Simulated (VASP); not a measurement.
Set up this calculation in VASP 6.6.1, as the native input.

| Quantity | Value |
| --- | --- |
| Task | single point |
| Functional | PBE |
| Potentials or basis | VASP PAW PBE potentials, release 64 (Al, N) |
| Cutoff | 520 eV |
| k mesh | 13 × 13 × 13 |
| Occupations | fermi-dirac, width 0.02 eV |
| Spin | no spin polarisation |
| Dipole correction | no |
| Further INCAR settings | ALGO = Normal; EDIFF = 1e-06; NBANDS = 11 |

The structure of AlN lies in POSCAR:

```
AlN
1.0
    0.0000000000      1.9780000000      1.9780000000
    1.9780000000      0.0000000000      1.9780000000
    1.9780000000      1.9780000000      0.0000000000
Al N
1 1
Direct
    0.0000000000      0.0000000000      0.0000000000
    0.5000000000      0.5000000000      0.5000000000
```

These files were run (other wordings do the same):

INCAR

```
ALGO = Normal
EDIFF = 1E-6
ENCUT = 520
GGA = PE
ISIF = 2
ISMEAR = -1
LASPH = True
LCHARG = False
LREAL = False
LWAVE = False
NBANDS = 11
NELM = 60
PREC = Accurate
SIGMA = 0.02
```

KPOINTS

```
k-points
0
Gamma
  13 13 13
```

Potentials or basis: VASP PAW PBE potentials, release 64 (Al, N).

The run is started by

```bash
$ cat potpaw_PBE.64/Al/POTCAR potpaw_PBE.64/N/POTCAR > POTCAR
$ mpirun -np 1 vasp_std > vasp.out
```

Results of the run:

```json
{
  "Pressure": "25.2 GPa",
  "Band gap on the k mesh": "5.24 eV, indirect (least direct gap 6.66 eV)"
}
```

It took 8.4 s on 1 thread of AMD EPYC 9R45 96-Core Processor (Zen 5), with other jobs on the host, peak memory 0.11 GiB.
